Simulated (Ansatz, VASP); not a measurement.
**One calculation of HfO2, two programs**

POSCAR

```
HfO2
1.0
    0.0000000000      2.3529000000      2.4552000000
    2.3529000000      0.0000000000      2.4552000000
    2.3529000000      2.3529000000      0.0000000000
Hf O
1 2
Direct
    0.0000000000      0.0000000000      0.0000000000
    0.2500000000      0.2500000000      0.2500000000
    0.7500000000      0.7500000000      0.7500000000
```

Contents of INCAR.step1:

```
ALGO = Normal
EDIFF = 1E-4
ENCUT = 520
GGA = PE
ISMEAR = 0
LASPH = T
LCHARG = F
LREAL = F
LWAVE = T
NBANDS = 18
NELM = 80
PREC = Accurate
SIGMA = 0.05
```

Contents of INCAR.step2:

```
ALGO = Normal
EDIFF = 1E-7
ENCUT = 520
ISIF = 2
ISMEAR = 0
ISTART = 1
LASPH = T
LCHARG = T
LELF = T
LMIXTAU = T
LREAL = F
LVHAR = T
LWAVE = F
METAGGA = R2SCAN
NBANDS = 18
NELM = 80
PREC = Accurate
SIGMA = 0.05
```

The input KPOINTS:

```
k-points
0
Gamma
  8 8 8
```

Input for Ansatz:

```yaml
crystal:
  lattice:
    - [0.0, 2.3529, 2.4552]
    - [2.3529, 0.0, 2.4552]
    - [2.3529, 2.3529, 0.0]
  atoms:
    - { symbol: Hf, position: [0.0, 0.0, 0.0] }
    - { symbol: O, position: [0.25, 0.25, 0.25] }
    - { symbol: O, position: [0.75, 0.75, 0.75] }
basis:
  ecutwfc: 500
kpoints:
  mp_grid: { grid: [8, 8, 8] }
hamiltonian:
  xc: r2scan
scf:
  occupations: { method: gaussian, width: 0.05 }
output:
  forces: true
  stress: true
  eigenvalues: true
```

Change from the starting cell: strain -0.080 along x and y, -0.040 along z, atoms carried along.

Alike in both runs: task single point; functional r2SCAN; k mesh 8 × 8 × 8; occupations gaussian, width 0.05 eV; no spin polarisation.

|  | VASP | Ansatz |
| --- | --- | --- |
| version | VASP 6.6.1 | Ansatz 0.2.0 |
| potentials or method | VASP PAW PBE potentials, release 64 (Hf_pv, O), cutoff 520 eV | scalar-relativistic, plane waves, PAW |
| valence electrons in the cell | 22 | 38 |

```tsv
	VASP	Ansatz	Ansatz less VASP
gap on the k mesh at the Fermi level (eV)	4.23	4.16	-0.064
least direct gap on the mesh (eV)	4.51	4.44	-0.071
pressure (GPa)	62.2	67.8	+5.55
traceless stress, the component that is largest in VASP (GPa)	-17.68	-17.28	+0.398
```

VASP's potentials were made for PBE, not for r2SCAN. Both programs put the cell under a high pressure, so it lies far from rest at this level. VASP's potentials hold 22 valence electrons a cell and Ansatz's 38, so a difference there can come from the potentials and not from the codes.

Spin-orbit coupling is off throughout. Noted on VASP's run: the cell as given lies far from equilibrium.
